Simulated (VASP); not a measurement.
# AlCu (Pm-3m) in VASP: notebook

AlCu is run at these levels: PBEsol; tasks: single point.

Program: VASP 6.6.1. These are calculated values, not measurements. Logs are shortened: lines on timing, memory, paths and dates and some standing lists are left out, and cuts for length are marked.

### Step 1. The cell of the first run

The structure is cubic, space group Pm-3m (No. 221). Conventional cell: a = 2.981 Å, b = 2.981 Å, c = 2.981 Å, α = 90.00°, β = 90.00°, γ = 90.00°. Within 3.4 Å of Al (site symmetry m-3m) lie 8 Cu at 2.58 Å and 6 Al at 2.98 Å. Within 3.4 Å of Cu (site symmetry m-3m) lie 8 Al at 2.58 Å and 6 Cu at 2.98 Å.

### Step 2. Single point, PBEsol (the cell strained)

The input, INCAR:

```
SYSTEM = AlCu
PREC = Accurate
ENCUT = 520
EDIFF = 1E-7
ISMEAR = 0
SIGMA = 0.15
LREAL = .FALSE.
LASPH = .TRUE.
NELM = 100
ALGO = Normal
ISIF = 2
LWAVE = .FALSE.
LCHARG = .FALSE.
GGA = PS
NBANDS = 14
```

The input, KPOINTS:

```
Automatic mesh
0
G
  16 16 16
  0 0 0
```

The input, POSCAR:

```
AlCu
1.0
    2.9805308483      0.0000000000      0.0000000000
    0.0000000000      2.9805308483      0.0000000000
    0.0000000000      0.0000000000      2.9805308483
Al Cu
1 1
Direct
    0.0000000000      0.0000000000      0.0000000000
    0.5000000000      0.5000000000      0.5000000000
```

Potentials or basis: VASP PAW PBE potentials, release 64 (Al, Cu).

On the command line:

```
$ cat potpaw_PBE.64/Al/POTCAR potpaw_PBE.64/Cu/POTCAR > POTCAR
$ mpirun -np 1 vasp_std > vasp.out
```

OUTCAR:

```text
SYSTEM = AlCu
   PREC = Accurate
   ENCUT = 520
   EDIFF = 1E-7
   ISMEAR = 0
   LREAL = .FALSE.
   LASPH = .TRUE.
   NELM = 100
   ISIF = 2
   GGA = PS

 ion  position               nearest neighbor table
   1  0.000  0.000  0.000-   2 2.58   2 2.58   2 2.58   2 2.58   2 2.58   2 2.58   2 2.58   2 2.58

   2  0.500  0.500  0.500-   1 2.58   1 2.58   1 2.58   1 2.58   1 2.58   1 2.58   1 2.58   1 2.58

  LATTYP: Found a simple cubic cell.
 ALAT       =     2.9805308483

  Lattice vectors:

 A1 = (   2.9805308483,   0.0000000000,   0.0000000000)
 A2 = (   0.0000000000,   2.9805308483,   0.0000000000)
 A3 = (   0.0000000000,   0.0000000000,   2.9805308483)

Analysis of symmetry for initial positions (statically):
=====================================================================
 Subroutine PRICEL returns:
 Original cell was already a primitive cell.

 Routine SETGRP: Setting up the symmetry group for a
 simple cubic supercell.

 Subroutine GETGRP returns: Found 48 space group operations
 (whereof 48 operations were pure point group operations)
 out of a pool of 48 trial point group operations.

The static configuration has the point symmetry O_h .

Analysis of symmetry for dynamics (positions and initial velocities):
=====================================================================
 Subroutine PRICEL returns:
 Original cell was already a primitive cell.

 Routine SETGRP: Setting up the symmetry group for a
 simple cubic supercell.

 Subroutine GETGRP returns: Found 48 space group operations
 (whereof 48 operations were pure point group operations)
 out of a pool of 48 trial point group operations.

The dynamic configuration has the point symmetry O_h .

 Subroutine INISYM returns: Found 48 space group operations
 (whereof 48 operations are pure point group operations),
 and found     1 'primitive' translations

----------------------------------------------------------------------------------------

                                     Primitive cell

  volume of cell :      26.4777

  direct lattice vectors                    reciprocal lattice vectors
     2.980530848  0.000000000  0.000000000     0.335510703  0.000000000  0.000000000
     0.000000000  2.980530848  0.000000000     0.000000000  0.335510703  0.000000000
     0.000000000  0.000000000  2.980530848     0.000000000  0.000000000  0.335510703

  length of vectors
     2.980530848  2.980530848  2.980530848     0.335510703  0.335510703  0.335510703

  position of ions in fractional coordinates (direct lattice)
     0.000000000  0.000000000  0.000000000
     0.500000000  0.500000000  0.500000000

  ion indices of the primitive-cell ions
   primitive index   ion index
                 1           1
                 2           2

----------------------------------------------------------------------------------------

 KPOINTS: Automatic mesh

Automatic generation of k-mesh.
 Grid dimensions read from file:
 generate k-points for:   16   16   16

 Generating k-lattice:

  Cartesian coordinates                     Fractional coordinates (reciprocal lattice)
     0.020969419  0.000000000  0.000000000     0.062500000  0.000000000  0.000000000
     0.000000000  0.020969419  0.000000000     0.000000000  0.062500000  0.000000000
     0.000000000  0.000000000  0.020969419     0.000000000  0.000000000  0.062500000

  Length of vectors
     0.020969419  0.020969419  0.020969419

  Shift w.r.t. Gamma in fractional coordinates (k-lattice)
     0.000000000  0.000000000  0.000000000

 Subroutine IBZKPT returns following result:
 ===========================================

 Found    165 irreducible k-points:

 Following reciprocal coordinates:
            Coordinates               Weight
  0.000000  0.000000  0.000000      1.000000
  0.062500  0.000000  0.000000      6.000000
  0.125000  0.000000  0.000000      6.000000
  0.187500  0.000000  0.000000      6.000000
  0.250000  0.000000  0.000000      6.000000
  0.312500  0.000000  0.000000      6.000000
[... 16 lines left out ...]
  0.437500  0.125000  0.000000     24.000000
  0.500000  0.125000  0.000000     12.000000
 [... further k-points ...]
   k-points           NKPTS =    165   k-points in BZ     NKDIM =    165   number of bands    NBANDS=     14
   number of dos      NEDOS =    301   number of ions     NIONS =      2
   total plane-waves  NPLWV =  13824
   dimension x,y,z NGX =    24 NGY =   24 NGZ =   24
   dimension x,y,z NGXF=    48 NGYF=   48 NGZF=   48
   ions per type =               1   1
   NGX,Y,Z   is equivalent  to a cutoff of  13.39, 13.39, 13.39 a.u.
   NGXF,Y,Z  is equivalent  to a cutoff of  26.77, 26.77, 26.77 a.u.
 SYSTEM =  AlCu
   PREC   = accura    normal or accurate (medium, high low for compatibility)
   ISTART =      0    job   : 0-new  1-cont  2-samecut
   ICHARG =      2    charge: 1-file 2-atom 10-const
   ISPIN  =      1    spin polarized calculation?
   LNONCOLLINEAR =      F non collinear calculations
   LSORBIT =      F    spin-orbit coupling
   LASPH  =      T    aspherical Exc in radial PAW
   ENCUT  =  520.0 eV  38.22 Ry    6.18 a.u.   5.54  5.54  5.54*2*pi/ulx,y,z
   NELM   =    100;   NELMIN=  2; NELMDL= -5     # of ELM steps
   EDIFF  = 0.1E-06   stopping-criterion for ELM
   LREAL  =      F    real-space projection
   EDIFFG = 0.1E-05   stopping-criterion for IOM
   NSW    =      0    number of steps for IOM
   IBRION =     -1    ionic relax: 0-MD 1-quasi-New 2-CG
   NFREE  =      0    steps in history (QN), initial steepest desc. (CG)
   ISIF   =      2    stress and relaxation
   ISYM   =      2    0-nonsym 1-usesym 2-fastsym
   POTIM  = 0.5000    time-step for ionic-motion
   TEBEG  =    0.0;   TEEND  =   0.0 temperature during run
   PSTRESS=    0.0 pullay stress
   NELECT =      14.0000    total number of electrons
   NUPDOWN=      -1.0000    fix difference up-down
   EMIN   =  10.00;   EMAX   =-10.00  energy-range for DOS
   EFERMI =   0.00;   METHOD = LEGACY
   ISMEAR =     0;   SIGMA  =   0.15  broadening in eV -4-tet -1-fermi 0-gaus
   EFERMI_NEDOS =   21; number of points for ismear=-14 and -15
   IALGO  =     38    algorithm
   IMIX   =      4    mixing-type and parameters
     AMIX     =   0.40;   BMIX     =  1.00
     AMIX_MAG =   1.60;   BMIX_MAG =  1.00
  volume/ion in A,a.u.               =      13.24        89.34
  Fermi-wavevector in a.u.,A,eV,Ry     =   1.323805  2.501628 23.843647  1.752459
  Thomas-Fermi vector in A             =   2.453386
   LORBIT       =      0    0 simple, 1 ext, 2 COOP (PROOUT), +10 PAW based schemes
   GGA     = PS    functional components
   LHFCALC =     F    Hartree Fock is set to
   AEXX    =    0.0000 exact exchange contribution
   IVDW    =     0    specifies the selected vdW correction
   LEPSILON=     F    determine dielectric tensor
   LRPA    =     F    only Hartree local field effects (RPA)
 non-spin polarized calculation
 Gauss-broadening in eV      SIGMA  =   0.15
  energy-cutoff  :      520.00
  volume of cell :       26.48
 maximum number of plane-waves:       739
 NGX is ok and might be reduce to    24
   NGX = 11   NGY = 11   NGZ = 11

 number of electron      14.0000023 magnetization

 Free energy of the ion-electron system (eV)
  ---------------------------------------------------
  ext. energy  EPLUGINS =         0.00000000
  ---------------------------------------------------
  free energy    TOTEN  =        -8.71300612 eV

  energy without entropy =       -8.70648718  energy(sigma->0) =       -8.70974665

 E-fermi :   9.1881     XC(G=0): -11.6891

 val. band max:        9.1831644702   @ k =   0.3750   0.3750   0.1875
 cond. band min:       9.2000631458   @ k =   0.3125   0.3125   0.0000
 fundamental gap:      0.0168986757
 Fermi energy:         9.1881215960

 k-point     1 :       0.0000    0.0000    0.0000
  band No.  band energies     occupation
      1      -2.4418      2.00000
      2       4.2029      2.00000
      3       4.2029      2.00000
      4       5.2425      2.00000
      5       5.2425      2.00000
      6       5.2425      2.00000
      7      13.0444      0.00000
      8      13.0444      0.00000
      9      13.0444      0.00000
     10      15.5149      0.00000
     11      15.5149      0.00000
     12      19.4122      0.00000
     13      27.6982      0.00000
     14      27.6982      0.00000

 k-point     2 :       0.0625    0.0000    0.0000
  band No.  band energies     occupation
      1      -2.3749      2.00000
      2       4.2064      2.00000
      3       4.2131      2.00000
      4       5.2236      2.00000
      5       5.2236      2.00000
      6       5.2445      2.00000
      7      12.2169      0.00000
      8      13.1253      0.00000
      9      13.1253      0.00000
     10      15.5379      0.00000
     11      16.2225      0.00000
     12      19.6924      0.00000
     13      26.8159      0.00000
     14      26.8159      0.00000

 k-point     3 :       0.1250    0.0000    0.0000
  band No.  band energies     occupation
      1      -2.1749      2.00000
      2       4.2096      2.00000
      3       4.2420      2.00000
      4       5.1709      2.00000
      5       5.1709      2.00000
      6       5.2504      2.00000
      7      10.7869      0.00000
      8      13.3644      0.00000
      9      13.3644      0.00000
     10      15.6064      0.00000
     11      17.2054      0.00000
     12      20.6230      0.00000
     13      25.3347      0.00000
     14      25.3347      0.00000
[... 324 lines left out ...]
 k-point    23 :       0.4375    0.1250    0.0000
  band No.  band energies     occupation
      1       0.9180      2.00000
      2       2.6244      2.00000
      3       4.5100      2.00000
      4       4.8223      2.00000
      5       4.8290      2.00000
      6       5.2335      2.00000
      7       6.1044      2.00000
      8      13.8883      0.00000
      9      15.7448      0.00000
     10      16.8259      0.00000
     11      18.5466      0.00000
     12      18.8629      0.00000
     13      21.7412      0.00000
     14      22.7977      0.00000

 k-point    24 :       0.5000    0.1250    0.0000
  band No.  band energies     occupation
      1       1.7112      2.00000
      2       1.8249      2.00000
      3       4.5246      2.00000
      4       4.8134      2.00000
      5       4.8140      2.00000
      6       5.2359      2.00000
      7       6.0003      2.00000
      8      14.4789      0.00000
      9      15.1119      0.00000
     10      17.6519      0.00000
     11      17.9398      0.00000
     12      18.5892      0.00000
     13      21.8190      0.00000
     14      22.7602      0.00000

 [... further k-points ...]

------------------------ aborting loop because EDIFF is reached ----------------------------------------

  FORCE on cell =-STRESS in cart. coord.  units (eV):
  Direction    XX          YY          ZZ          XY          YZ          ZX
  --------------------------------------------------------------------------------------
  -------------------------------------------------------------------------------------
  Total       -0.4268747     -0.4268747     -0.4268747      0.0000000      0.0000000      0.0000000
  in kB      -25.8303428    -25.8303428    -25.8303428      0.0000000      0.0000000      0.0000000
  external PRESSURE =     -25.8303428 kB  Pullay stress =       0.0000000 kB

 VOLUME and BASIS-vectors are now :
 -----------------------------------------------------------------------------
  energy-cutoff  :      520.00
  volume of cell :       26.48
      direct lattice vectors                 reciprocal lattice vectors
     2.980530848  0.000000000  0.000000000     0.335510703  0.000000000  0.000000000
     0.000000000  2.980530848  0.000000000     0.000000000  0.335510703  0.000000000
     0.000000000  0.000000000  2.980530848     0.000000000  0.000000000  0.335510703

 POSITION                                       TOTAL-FORCE (eV/Angst)
 -----------------------------------------------------------------------------------
      0.00000      0.00000      0.00000         0.000000      0.000000      0.000000
      1.49027      1.49027      1.49027         0.000000      0.000000      0.000000
 -----------------------------------------------------------------------------------
    total drift:                                0.000000      0.000000     -0.000000

  FREE ENERGIE OF THE ION-ELECTRON SYSTEM (eV)
  ---------------------------------------------------
  free  energy   TOTEN  =        -8.7130061181 eV

  energy  without entropy=       -8.7064871835  energy(sigma->0) =       -8.70974665
```

It took 78 s on 1 thread of Intel Xeon 8259CL, shared host; peak memory 0.19 GiB.

Results:

```
Free energy            : -8.7130 eV
Pressure               : -2.6 GPa
Band gap on the k mesh : zero (bands 7 and 8 overlap by 4.72 eV)
```

Levels at points of the mesh, in eV from the Fermi level:
| k point | band 4 | band 5 | band 6 | band 7 | band 8 | band 9 | band 10 | band 11 |
| --- | --- | --- | --- | --- | --- | --- | --- | --- |
| (0.00, 0.00, 0.00) | -3.95 | -3.95 | -3.95 | 3.86 | 3.86 | 3.86 | 6.33 | 6.33 |
| (0.50, 0.00, 0.00) | -4.39 | -4.39 | -3.89 | -3.19 | 7.20 | 8.09 | 8.09 | 8.61 |
| (0.50, 0.50, 0.00) | -4.28 | -3.79 | -3.79 | -3.56 | -0.86 | -0.10 | 10.25 | 12.92 |
| (0.50, 0.50, 0.50) | -3.54 | -3.54 | 0.70 | 0.70 | 0.70 | 1.92 | 2.21 | 2.21 |

Caveat: the cell differs from its parent crystal (the cell strained); the PAW data sets were made with another functional, which shifts forces and pressure a little.

### Step 3. Single point, PBEsol (the cell strained)

The input, INCAR:

```
SYSTEM = AlCu
ALGO     = Fast           ! electronic algorithm
EDIFF    = 1E-6           ! SCF threshold, eV
ENCUT    = 520            ! plane-wave cutoff, eV
GGA      = PS             ! functional
ISIF     = 2              ! what is computed and relaxed
ISMEAR   = 0              ! smearing method
LASPH    = .True.         ! aspherical terms in the spheres
LCHARG   = .True.         ! write CHGCAR
LELF     = .True.         ! ELF
LREAL    = .False.        ! projectors in reciprocal space
LVHAR    = .True.       
LWAVE    = .False.        ! write WAVECAR
NBANDS   = 14             ! bands
NELM     = 100            ! most SCF steps
PREC     = Accurate       ! precision mode
SIGMA    = 0.15           ! smearing width, eV
```

The input, KPOINTS:

```
k-points
0
Gamma
  16 16 16
  0 0 0
```

The input, POSCAR:

```
AlCu
1.0
    3.0053612153      0.0000000000      0.0000000000
    0.0000000000      3.0053612153      0.0000000000
    0.0000000000      0.0000000000      3.0053612153
Al Cu
1 1
Direct
    0.0000000000      0.0000000000      0.0000000000
    0.5000000000      0.5000000000      0.5000000000
```

Potentials or basis: VASP PAW PBE potentials, release 64 (Al, Cu).

On the command line:

```
$ cat potpaw_PBE.64/Al/POTCAR potpaw_PBE.64/Cu/POTCAR > POTCAR
$ mpirun -np 1 vasp_std > vasp.out
```

Wall time 90 s (1 thread of Intel Xeon 8259CL, shared host); peak memory 0.18 GiB.

Results (log left out):

```yaml
Free_energy: -8.6967 eV
Pressure: -5.3 GPa
Band_gap_on_the_k_mesh: zero (bands 7 and 8 overlap by 4.65 eV)
```

Levels at points of the mesh, in eV from the Fermi level:
| k point | band 4 | band 5 | band 6 | band 7 | band 8 | band 9 | band 10 | band 11 |
| --- | --- | --- | --- | --- | --- | --- | --- | --- |
| (0.00, 0.00, 0.00) | -3.84 | -3.84 | -3.84 | 3.82 | 3.82 | 3.82 | 6.31 | 6.31 |
| (0.50, 0.00, 0.00) | -4.26 | -4.26 | -3.78 | -3.11 | 7.22 | 8.03 | 8.03 | 8.45 |
| (0.50, 0.50, 0.00) | -4.16 | -3.67 | -3.67 | -3.46 | -0.83 | -0.15 | 10.05 | 12.80 |
| (0.50, 0.50, 0.50) | -3.44 | -3.44 | 0.77 | 0.77 | 0.77 | 1.77 | 2.18 | 2.18 |

Caveat: the cell differs from its parent crystal (the cell strained); the cell stands under tension; the PAW data sets were made with another functional, which shifts forces and pressure a little.
